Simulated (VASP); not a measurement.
# ZrHPb3 (Pm-3m) in VASP: notebook

ZrHPb3 is run at these levels: PBE; tasks: single point, relaxation of cell and atoms.

Program: VASP 6.6.1. These are calculated values, not measurements. Logs are shortened: lines on timing, memory, paths and dates and some standing lists are left out, and cuts for length are marked.

## Step 1: The cell of the first run

Symmetry: Pm-3m, No. 221, cubic system. The conventional cell has a = 4.861 Å, b = 4.861 Å, c = 4.861 Å, α = 90.00°, β = 90.00°, γ = 90.00°. Within 4.5 Å of Zr (site symmetry m-3m) lie 12 Pb at 3.44 Å and 8 H at 4.21 Å. H (site symmetry m-3m) has 6 Pb at 2.43 Å within 3.2 Å. Within 3.2 Å of Pb (site symmetry 4/mmm) lie 2 H at 2.43 Å.

## Step 2: Single point, PBE

Input file INCAR:

```
SYSTEM = ZrHPb3
PREC     = Accurate       ! precision mode
ENCUT    = 520            ! plane-wave cutoff, eV
EDIFF    = 1E-7           ! SCF threshold, eV
ISMEAR   = 0              ! smearing method
SIGMA    = 0.1            ! smearing width, eV
LREAL    = .False.        ! projectors in reciprocal space
LASPH    = .True.         ! aspherical terms in the spheres
NELM     = 100            ! most SCF steps
ALGO     = Normal         ! electronic algorithm
ISIF     = 2              ! what is computed and relaxed
LWAVE    = .False.        ! write WAVECAR
LCHARG   = .False.        ! write CHGCAR
GGA      = PE             ! functional
NBANDS   = 36             ! bands
```

Input file KPOINTS:

```
regular mesh
0
Gamma
  8 8 8
  0 0 0
```

Input file POSCAR:

```
ZrHPb3
1.0
    4.8609680188      0.0000000000      0.0000000000
    0.0000000000      4.8609680188      0.0000000000
    0.0000000000      0.0000000000      4.8609680188
Zr H Pb
1 1 3
Direct
    0.0000000000      0.0000000000      0.0000000000
    0.5000000000      0.5000000000      0.5000000000
    0.0000000000      0.5000000000      0.5000000000
    0.5000000000      0.0000000000      0.5000000000
    0.5000000000      0.5000000000      0.0000000000
```

Potentials or basis: VASP PAW PBE potentials, release 64 (Zr_sv, H, Pb_d).

The run is started by

```sh
$ cat potpaw_PBE.64/Zr_sv/POTCAR potpaw_PBE.64/H/POTCAR potpaw_PBE.64/Pb_d/POTCAR > POTCAR
$ mpirun -np 1 vasp_std > vasp.out
```

OUTCAR:

```text
SYSTEM = ZrHPb3
   PREC = Accurate
   ENCUT = 520
   EDIFF = 1E-7
   ISMEAR = 0
   LREAL = .False.
   LASPH = .True.
   NELM = 100
   ISIF = 2
   GGA = PE

 ion  position               nearest neighbor table
   1  0.000  0.000  0.000-   3 3.44   4 3.44   5 3.44   3 3.44   4 3.44   3 3.44   5 3.44   3 3.44
                             4 3.44   5 3.44   4 3.44   5 3.44
   2  0.500  0.500  0.500-   3 2.43   4 2.43   5 2.43   5 2.43   4 2.43   3 2.43
   3  0.000  0.500  0.500-   2 2.43   2 2.43   4 3.44   5 3.44   1 3.44   5 3.44   1 3.44   4 3.44
                             1 3.44   1 3.44   4 3.44   5 3.44   5 3.44   4 3.44
   4  0.500  0.000  0.500-   2 2.43   2 2.43   3 3.44   5 3.44   1 3.44   5 3.44   1 3.44   3 3.44
                             5 3.44   5 3.44   1 3.44   3 3.44   1 3.44   3 3.44
   5  0.500  0.500  0.000-   2 2.43   2 2.43   3 3.44   4 3.44   1 3.44   3 3.44   4 3.44   1 3.44
                             4 3.44   4 3.44   1 3.44   3 3.44   3 3.44   1 3.44

  LATTYP: Found a simple cubic cell.
 ALAT       =     4.8609680188

  Lattice vectors:

 A1 = (   4.8609680188,   0.0000000000,   0.0000000000)
 A2 = (   0.0000000000,   4.8609680188,   0.0000000000)
 A3 = (   0.0000000000,   0.0000000000,   4.8609680188)

Analysis of symmetry for initial positions (statically):
=====================================================================
 Subroutine PRICEL returns:
 Original cell was already a primitive cell.

 Routine SETGRP: Setting up the symmetry group for a
 simple cubic supercell.

 Subroutine GETGRP returns: Found 48 space group operations
 (whereof 48 operations were pure point group operations)
 out of a pool of 48 trial point group operations.

The static configuration has the point symmetry O_h .

Analysis of symmetry for dynamics (positions and initial velocities):
=====================================================================
 Subroutine PRICEL returns:
 Original cell was already a primitive cell.

 Routine SETGRP: Setting up the symmetry group for a
 simple cubic supercell.

 Subroutine GETGRP returns: Found 48 space group operations
 (whereof 48 operations were pure point group operations)
 out of a pool of 48 trial point group operations.

The dynamic configuration has the point symmetry O_h .

 Subroutine INISYM returns: Found 48 space group operations
 (whereof 48 operations are pure point group operations),
 and found     1 'primitive' translations

----------------------------------------------------------------------------------------

                                     Primitive cell

  volume of cell :     114.8599

  direct lattice vectors                    reciprocal lattice vectors
     4.860968019  0.000000000  0.000000000     0.205720341  0.000000000  0.000000000
     0.000000000  4.860968019  0.000000000     0.000000000  0.205720341  0.000000000
     0.000000000  0.000000000  4.860968019     0.000000000  0.000000000  0.205720341

  length of vectors
     4.860968019  4.860968019  4.860968019     0.205720341  0.205720341  0.205720341

  position of ions in fractional coordinates (direct lattice)
     0.000000000  0.000000000  0.000000000
     0.500000000  0.500000000  0.500000000
     0.000000000  0.500000000  0.500000000
     0.500000000  0.000000000  0.500000000
     0.500000000  0.500000000  0.000000000

  ion indices of the primitive-cell ions
   primitive index   ion index
                 1           1
                 2           2
                 3           3
                 4           4
                 5           5

----------------------------------------------------------------------------------------

 KPOINTS: regular mesh

Automatic generation of k-mesh.
 Grid dimensions read from file:
 generate k-points for:    8    8    8

 Generating k-lattice:

  Cartesian coordinates                     Fractional coordinates (reciprocal lattice)
     0.025715043  0.000000000  0.000000000     0.125000000  0.000000000  0.000000000
     0.000000000  0.025715043  0.000000000     0.000000000  0.125000000  0.000000000
     0.000000000  0.000000000  0.025715043     0.000000000  0.000000000  0.125000000

  Length of vectors
     0.025715043  0.025715043  0.025715043

  Shift w.r.t. Gamma in fractional coordinates (k-lattice)
     0.000000000  0.000000000  0.000000000

 Subroutine IBZKPT returns following result:
 ===========================================

 Found     35 irreducible k-points:

 Following reciprocal coordinates:
            Coordinates               Weight
  0.000000  0.000000  0.000000      1.000000
  0.125000  0.000000  0.000000      6.000000
  0.250000  0.000000  0.000000      6.000000
  0.375000  0.000000  0.000000      6.000000
  0.500000  0.000000  0.000000      3.000000
  0.125000  0.125000  0.000000     12.000000
[... 16 lines left out ...]
  0.375000  0.375000  0.125000     24.000000
  0.500000  0.375000  0.125000     24.000000
 [... further k-points ...]
   k-points           NKPTS =     35   k-points in BZ     NKDIM =     35   number of bands    NBANDS=     36
   number of dos      NEDOS =    301   number of ions     NIONS =      5
   total plane-waves  NPLWV =  46656
   dimension x,y,z NGX =    36 NGY =   36 NGZ =   36
   dimension x,y,z NGXF=    72 NGYF=   72 NGZF=   72
   ions per type =               1   1   3
   NGX,Y,Z   is equivalent  to a cutoff of  12.31, 12.31, 12.31 a.u.
   NGXF,Y,Z  is equivalent  to a cutoff of  24.62, 24.62, 24.62 a.u.
 SYSTEM =  ZrHPb3
   PREC   = accura    normal or accurate (medium, high low for compatibility)
   ISTART =      0    job   : 0-new  1-cont  2-samecut
   ICHARG =      2    charge: 1-file 2-atom 10-const
   ISPIN  =      1    spin polarized calculation?
   LNONCOLLINEAR =      F non collinear calculations
   LSORBIT =      F    spin-orbit coupling
   LASPH  =      T    aspherical Exc in radial PAW
   ENCUT  =  520.0 eV  38.22 Ry    6.18 a.u.   9.04  9.04  9.04*2*pi/ulx,y,z
   NELM   =    100;   NELMIN=  2; NELMDL= -5     # of ELM steps
   EDIFF  = 0.1E-06   stopping-criterion for ELM
   LREAL  =      F    real-space projection
   EDIFFG = 0.1E-05   stopping-criterion for IOM
   NSW    =      0    number of steps for IOM
   IBRION =     -1    ionic relax: 0-MD 1-quasi-New 2-CG
   NFREE  =      0    steps in history (QN), initial steepest desc. (CG)
   ISIF   =      2    stress and relaxation
   ISYM   =      2    0-nonsym 1-usesym 2-fastsym
   POTIM  = 0.5000    time-step for ionic-motion
   TEBEG  =    0.0;   TEEND  =   0.0 temperature during run
   PSTRESS=    0.0 pullay stress
   NELECT =      55.0000    total number of electrons
   NUPDOWN=      -1.0000    fix difference up-down
   EMIN   =  10.00;   EMAX   =-10.00  energy-range for DOS
   EFERMI =   0.00;   METHOD = LEGACY
   ISMEAR =     0;   SIGMA  =   0.10  broadening in eV -4-tet -1-fermi 0-gaus
   EFERMI_NEDOS =   21; number of points for ismear=-14 and -15
   IALGO  =     38    algorithm
   IMIX   =      4    mixing-type and parameters
     AMIX     =   0.40;   BMIX     =  1.00
     AMIX_MAG =   1.60;   BMIX_MAG =  1.00
  volume/ion in A,a.u.               =      22.97       155.02
  Fermi-wavevector in a.u.,A,eV,Ry     =   1.280775  2.420314 22.318800  1.640386
  Thomas-Fermi vector in A             =   2.413184
   LORBIT       =      0    0 simple, 1 ext, 2 COOP (PROOUT), +10 PAW based schemes
   GGA     = PE    functional components
   LHFCALC =     F    Hartree Fock is set to
   AEXX    =    0.0000 exact exchange contribution
   IVDW    =     0    specifies the selected vdW correction
   LEPSILON=     F    determine dielectric tensor
   LRPA    =     F    only Hartree local field effects (RPA)
 non-spin polarized calculation
 Gauss-broadening in eV      SIGMA  =   0.10
  energy-cutoff  :      520.00
  volume of cell :      114.86
 maximum number of plane-waves:      3136
   NGX = 19   NGY = 19   NGZ = 19

 number of electron      55.0000025 magnetization

 Free energy of the ion-electron system (eV)
  ---------------------------------------------------
  ext. energy  EPLUGINS =         0.00000000
  ---------------------------------------------------
  free energy    TOTEN  =       -21.23531100 eV

  energy without entropy =      -21.21661310  energy(sigma->0) =      -21.22596205

 E-fermi :   7.9421     XC(G=0): -10.5121

 val. band max:        7.9318662561   @ k =   0.5000   0.3750   0.1250
 cond. band min:       7.9570523839   @ k =   0.5000   0.3750   0.1250
 fundamental gap:      0.0251861277
 Fermi energy:         7.9421150438

 k-point     1 :       0.0000    0.0000    0.0000
  band No.  band energies     occupation
      1     -42.1803      2.00000
      2     -20.1586      2.00000
      3     -20.1586      2.00000
      4     -20.1586      2.00000
      5      -9.3013      2.00000
      6      -9.2143      2.00000
[... 28 lines left out ...]
     35      11.3843      0.00000
     36      11.8555      0.00000

 k-point     2 :       0.1250    0.0000    0.0000
  band No.  band energies     occupation
      1     -42.1803      2.00000
      2     -20.1596      2.00000
      3     -20.1586      2.00000
      4     -20.1586      2.00000
      5      -9.2859      2.00000
      6      -9.2118      2.00000
[... 28 lines left out ...]
     35      10.6638      0.00000
     36      11.6548      0.00000

 k-point     3 :       0.2500    0.0000    0.0000
  band No.  band energies     occupation
      1     -42.1802      2.00000
      2     -20.1622      2.00000
      3     -20.1587      2.00000
      4     -20.1587      2.00000
      5      -9.2443      2.00000
      6      -9.2058      2.00000
[... 28 lines left out ...]
     35      11.5415      0.00000
     36      11.7977      0.00000

 k-point     4 :       0.3750    0.0000    0.0000
  band No.  band energies     occupation
      1     -42.1802      2.00000
      2     -20.1647      2.00000
      3     -20.1589      2.00000
      4     -20.1589      2.00000
      5      -9.1995      2.00000
      6      -9.1919      2.00000
[... 28 lines left out ...]
     35      12.1061      0.00000
     36      12.6128      0.00000

 k-point     5 :       0.5000    0.0000    0.0000
  band No.  band energies     occupation
      1     -42.1802      2.00000
      2     -20.1658      2.00000
      3     -20.1589      2.00000
      4     -20.1589      2.00000
      5      -9.1968      2.00000
      6      -9.1632      2.00000
[... 655 lines left out ...]
 k-point    22 :       0.5000    0.2500    0.1250
  band No.  band energies     occupation
      1     -42.1801      2.00000
      2     -20.1649      2.00000
      3     -20.1616      2.00000
      4     -20.1597      2.00000
      5      -9.1516      2.00000
      6      -9.1027      2.00000
[... 28 lines left out ...]
     35      12.5844      0.00000
     36      12.7721      0.00000

 k-point    23 :       0.3750    0.3750    0.1250
  band No.  band energies     occupation
      1     -42.1801      2.00000
      2     -20.1638      2.00000
      3     -20.1634      2.00000
      4     -20.1597      2.00000
      5      -9.1391      2.00000
      6      -9.0884      2.00000
[... 28 lines left out ...]
     35      11.9841      0.00000
     36      12.2972      0.00000

 k-point    24 :       0.5000    0.3750    0.1250
  band No.  band energies     occupation
      1     -42.1801      2.00000
      2     -20.1644      2.00000
      3     -20.1635      2.00000
      4     -20.1597      2.00000
      5      -9.1165      2.00000
      6      -9.0862      2.00000
[... 28 lines left out ...]
     35      12.3493      0.00000
     36      12.5075      0.00000

 [... further k-points ...]
[... 5 lines left out ...]
  --------------------------------------------------------------------------------------
  -------------------------------------------------------------------------------------
  Total       -0.0383534     -0.0383534     -0.0383534      0.0000000      0.0000000     -0.0000000
  in kB       -0.5349907     -0.5349907     -0.5349907      0.0000000      0.0000000     -0.0000000
  external PRESSURE =      -0.5349907 kB  Pullay stress =       0.0000000 kB

 VOLUME and BASIS-vectors are now :
 -----------------------------------------------------------------------------
  energy-cutoff  :      520.00
  volume of cell :      114.86
      direct lattice vectors                 reciprocal lattice vectors
     4.860968019  0.000000000  0.000000000     0.205720341  0.000000000  0.000000000
     0.000000000  4.860968019  0.000000000     0.000000000  0.205720341  0.000000000
     0.000000000  0.000000000  4.860968019     0.000000000  0.000000000  0.205720341

 POSITION                                       TOTAL-FORCE (eV/Angst)
 -----------------------------------------------------------------------------------
      0.00000      0.00000      0.00000         0.000000      0.000000      0.000000
      2.43048      2.43048      2.43048         0.000000      0.000000      0.000000
      0.00000      2.43048      2.43048         0.000000      0.000000      0.000000
      2.43048      0.00000      2.43048         0.000000      0.000000      0.000000
      2.43048      2.43048      0.00000         0.000000      0.000000      0.000000
 -----------------------------------------------------------------------------------
    total drift:                                0.000000      0.000000      0.000000

  FREE ENERGIE OF THE ION-ELECTRON SYSTEM (eV)
  ---------------------------------------------------
  free  energy   TOTEN  =       -21.2353109959 eV

  energy  without entropy=      -21.2166131050  energy(sigma->0) =      -21.22596205
```

Wall time 58 s (1 thread of Intel Xeon 6975P-C (Granite Rapids), shared host); peak memory 0.27 GiB.

What came out:

```
Free energy : -21.2353 eV
Pressure    : -0.1 GPa
```

Caveat: spin-orbit coupling is left out, which moves the levels of the heavy elements.

## Step 3: Relaxation of cell and atoms, PBE

This run uses another cell than the first one, of 23.06 Å³/atom, 1.004 times its volume.

Input file INCAR:

```
SYSTEM = ZrHPb3
ALGO = Normal ; EDIFF = 1E-7
EDIFFG = -0.01 ; ENCUT = 600
GGA = PE ; IBRION = 2
ISIF = 3 ; ISMEAR = 0
LASPH = .True. ; LCHARG = .False.
LREAL = .False. ; LWAVE = .False.
NELM = 100 ; NSW = 100
PREC = Accurate ; SIGMA = 0.1
```

Input file KPOINTS:

```
k-points
0
Gamma
  8 8 8
  0 0 0
```

Changes to POSCAR since step 2:

```diff
@@ -2,5 +2,5 @@
 1.0
-    4.8609680188      0.0000000000      0.0000000000
-    0.0000000000      4.8609680188      0.0000000000
-    0.0000000000      0.0000000000      4.8609680188
+    4.8674151469      0.0000000000      0.0000000000
+    0.0000000000      4.8674151469      0.0000000000
+    0.0000000000      0.0000000000      4.8674151469
 Zr H Pb
```

Potentials or basis: VASP PAW PBE potentials, release 64 (Zr_sv, H, Pb_d).

The run is started by

```sh
$ cat potpaw_PBE.64/Zr_sv/POTCAR potpaw_PBE.64/H/POTCAR potpaw_PBE.64/Pb_d/POTCAR > POTCAR
$ mpirun -np 1 vasp_std > vasp.out
```

It took 2.6 min on 1 thread of Intel Xeon 6975P-C (Granite Rapids), shared host; peak memory 0.34 GiB.

Results (log left out):

* Free energy: -21.2353 eV
* Relaxed volume: 22.96 Å³/atom
* Relaxed cell: a = 4.860 Å, b = 4.860 Å, c = 4.860 Å, α = 90.00°, β = 90.00°, γ = 90.00°
* Space group after relaxing (to 0.05 Å): Pm-3m (No. 221)
* Energy gained by relaxing: 0.1 meV/atom
* Ionic steps: 2
* Pressure after relaxing: 0.0 GPa

Step by step:
```tsv
step	energy change (eV)	largest force (eV/Å)	pressure (GPa)	volume (Å³)
1	0.0000	0.0000	-0.21	115.32
2	-0.0003	0.0000	0.04	114.80
```

Final structure:
```xyz
5
Lattice="4.8602 0.0000 0.0000 0.0000 4.8602 0.0000 0.0000 0.0000 4.8602" Properties=species:S:1:pos:R:3 pbc="T T T"
Zr    0.0000    0.0000    0.0000
H     2.4301    2.4301    2.4301
Pb    0.0000    2.4301    2.4301
Pb    2.4301    0.0000    2.4301
Pb    2.4301    2.4301    0.0000
```

Levels at points of the mesh, in eV from the Fermi level:
```tsv
k point	band 25	band 26	band 27	band 28	band 29	band 30	band 31	band 32
(0.00, 0.00, 0.00)	-2.94	-2.19	0.36	0.36	0.36	0.51	0.51	2.09
(0.50, 0.00, 0.00)	-2.57	-1.83	-1.11	-0.10	-0.10	0.37	0.85	1.51
(0.50, 0.50, 0.00)	-1.53	-1.53	0.06	0.17	0.17	0.56	0.58	1.07
(0.50, 0.50, 0.50)	-3.46	-3.46	0.23	0.91	0.91	1.24	1.24	1.24
```

Caveat: spin-orbit coupling is left out, which moves the levels of the heavy elements.

## Step 4: Single point, PBE

This run uses another cell than the first one, of 21.27 Å³/atom, 0.926 times its volume.

Input file INCAR:

```
  PREC = Accurate
  ENCUT = 520
  EDIFF = 1E-6
  ISMEAR = 0
  SIGMA = 0.1
  LREAL = False
  LASPH = True
  NELM = 100
  ALGO = Normal
  ISIF = 2
  LWAVE = False
  LCHARG = False
  GGA = PE
  NBANDS = 36
```

Input file KPOINTS:

```
Automatic mesh
0
Gamma
  4 4 4
```

Changes to POSCAR since step 3:

```diff
@@ -2,5 +2,5 @@
 1.0
-    4.8674151469      0.0000000000      0.0000000000
-    0.0000000000      4.8674151469      0.0000000000
-    0.0000000000      0.0000000000      4.8674151469
+    4.7379253200      0.0000000000      0.0000000000
+    0.0000000000      4.7379253200      0.0000000000
+    0.0000000000      0.0000000000      4.7379253200
 Zr H Pb
```

The run is started by

```sh
$ cat potpaw_PBE.64/Zr_sv/POTCAR potpaw_PBE.64/H/POTCAR potpaw_PBE.64/Pb_d/POTCAR > POTCAR
$ mpirun -np 1 vasp_std > vasp.out
```

Wall time 19 s (1 thread of Intel Xeon 6975P-C (Granite Rapids), shared host); peak memory 0.21 GiB.

It converged, with:

| Property | Result |
| --- | --- |
| Free energy | -20.9164 eV |
| Pressure | 5.2 GPa |

Levels at points of the mesh, in eV from the Fermi level:
```
           k point  band 23  band 24  band 25  band 26  band 27  band 28  band 29  band 30  band 31  band 32
(0.00, 0.00, 0.00)    -3.18    -3.18    -3.18    -2.21     0.37     0.37     0.37     0.62     0.62     2.19
(0.50, 0.00, 0.00)    -2.80    -2.80    -2.65    -2.04    -0.95    -0.10    -0.10     0.37     0.93     1.61
(0.50, 0.50, 0.00)    -4.80    -3.86    -1.69    -1.69     0.06     0.31     0.31     0.59     0.60     1.25
(0.50, 0.50, 0.50)    -7.58    -3.72    -3.72    -3.72     0.41     0.96     0.96     1.42     1.42     1.42
```

Caveat: spin-orbit coupling is left out, which moves the levels of the heavy elements.

## Step 5: Summary

```tsv
task	cell	k mesh	cutoff (eV)	gap on the mesh (eV)	pressure (GPa)
single point	a = 4.861 Å, 5 atoms	8 × 8 × 8	520	none	-0.1
relaxation of cell and atoms	relaxed from a = 4.867 Å, 5 atoms	8 × 8 × 8	600	none	0.0
single point	a = 4.738 Å, 5 atoms	4 × 4 × 4	520	none	5.2
```

Alike in all rows: level PBE; potentials or basis VASP PAW PBE potentials, release 64 (Zr_sv, H, Pb_d); no spin polarisation; smearing gaussian 0.1 eV.

Caveats: spin-orbit coupling is left out, which moves the levels of the heavy elements.

Total energies depend on the potentials used, so only differences within one code and one set of settings carry meaning.
